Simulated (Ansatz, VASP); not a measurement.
## One calculation of HfC, two programs

Contents of POSCAR:

```
HfC
1.0
    0.0000000000      2.2935785598      2.2935785598
    2.2935785598      0.0000000000      2.2935785598
    2.2935785598      2.2935785598      0.0000000000
Hf C
1 1
Direct
    0.5000000000      0.5000000000      0.5000000000
    0.0000000000      0.0000000000      0.0000000000
```

INCAR.step1

```
PREC = Accurate
ENCUT = 520
ISMEAR = 0
SIGMA = 0.05
LREAL = False
LASPH = True
NELM = 150
LNONCOLLINEAR = True
MAGMOM = 0 0 0 0 0 0
LSORBIT = True
GGA_COMPAT = False
LMAXMIX = 4
NBANDS = 26
GGA = PE
ALGO = Normal
EDIFF = 1E-4
LWAVE = True
LCHARG = False
```

The input INCAR.step2:

```
PREC = Accurate
ENCUT = 520
EDIFF = 1E-7
ISMEAR = 0
SIGMA = 0.05
LREAL = False
LASPH = True
NELM = 150
ALGO = Normal
ISIF = 2
LWAVE = False
LCHARG = True
LNONCOLLINEAR = True
MAGMOM = 0 0 0 0 0 0
LORBIT = 11
LSORBIT = True
GGA_COMPAT = False
LORBMOM = True
LMAXMIX = 4
METAGGA = R2SCAN
LMIXTAU = True
LVHAR = True
NBANDS = 26
ISTART = 1
```

File KPOINTS:

```
regular mesh
0
Gamma
  8 8 8
```

Input for Ansatz:

```yaml
crystal:
  lattice:
    - [0.0, 2.2935785598, 2.2935785598]
    - [2.2935785598, 0.0, 2.2935785598]
    - [2.2935785598, 2.2935785598, 0.0]
  atoms:
    - { symbol: Hf, position: [0.5, 0.5, 0.5] }
    - { symbol: C, position: [0.0, 0.0, 0.0] }
basis:
  ecutwfc: 500
  ecutrho_ratio: 4
kpoints:
  mp_grid: { grid: [8, 8, 8] }
hamiltonian:
  xc: r2scan
scf:
  occupations: { method: gaussian, width: 0.05 }
output:
  forces: true
  stress: true
  eigenvalues: true
  populations: true
  topological_invariants: true
magnetization:
  noncollinear: true
  spin_orbit: true
```

Alike in both runs: task single point; functional r2SCAN; k mesh 8 × 8 × 8; occupations gaussian, width 0.05 eV; non-collinear spin, spin-orbit coupling.

|  | VASP | Ansatz |
| --- | --- | --- |
| version | VASP 6.6.1 | Ansatz 0.2.0 |
| potentials or method | VASP PAW PBE potentials, release 64 (Hf_pv, C), cutoff 520 eV | plane waves, PAW |
| valence electrons in the cell | 14 | 30 |

```csv
,VASP,Ansatz,Ansatz less VASP
pressure (GPa),8.1,8.3,+0.28
net moment per atom (μB),0.00,0.00,0.000
```

VASP's potentials were made for PBE, not for r2SCAN. VASP's potentials hold 14 valence electrons a cell and Ansatz's 30, so a difference there can come from the potentials and not from the codes.
